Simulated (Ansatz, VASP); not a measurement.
# SrO in VASP and in Ansatz

The input INCAR:

```
ALGO = Normal
EDIFF = 1E-6
ENCUT = 600
GGA = CA
GGA_COMPAT = False
ISIF = 2
ISMEAR = 0
LASPH = True
LCHARG = False
LREAL = False
LWAVE = False
NBANDS = 15
NELM = 120
PREC = Accurate
SIGMA = 0.1
```

Contents of KPOINTS:

```
k-points
0
Gamma
  6 6 6
```

File POSCAR:

```
SrO
1.0
    0.0000000000      2.5698000000      2.5698000000
    2.5698000000      0.0000000000      2.5698000000
    2.5698000000      2.5698000000      0.0000000000
Sr O
1 1
Direct
    0.0000000000      0.0000000000      0.0000000000
    0.5000000000      0.5000000000      0.5000000000
```

Input for Ansatz:

```yaml
crystal:
  lattice:
    - [0.0, 2.5698, 2.5698]
    - [2.5698, 0.0, 2.5698]
    - [2.5698, 2.5698, 0.0]
  atoms:
    - { symbol: Sr, position: [0.0, 0.0, 0.0] }
    - { symbol: O, position: [0.5, 0.5, 0.5] }
basis:
  ecutwfc: 420
kpoints:
  mp_grid: { grid: [6, 6, 6] }
hamiltonian:
  xc: lda
scf:
  occupations: { method: gaussian, width: 0.1 }
output:
  forces: true
  stress: true
  eigenvalues: true
```

Alike in both runs: task single point; functional LDA; k mesh 6 × 6 × 6; occupations gaussian, width 0.1 eV; no spin polarisation.

```csv
,VASP,Ansatz
version,VASP 6.6.1,Ansatz 0.2.0
potentials or method,"VASP PAW LDA potentials, release 64 (Sr_sv, O), cutoff 600 eV","scalar-relativistic, plane waves, PAW"
valence electrons in the cell,16,16
```

```csv
,VASP,Ansatz,Ansatz less VASP
gap on the k mesh at the Fermi level (eV),3.10,3.16,+0.057
least direct gap on the mesh (eV),3.18,3.23,+0.048
pressure (GPa),-3.6,-4.2,-0.58
```

LDA's correlation is that of Perdew and Zunger in VASP and of Perdew and Wang (1992) in Ansatz.
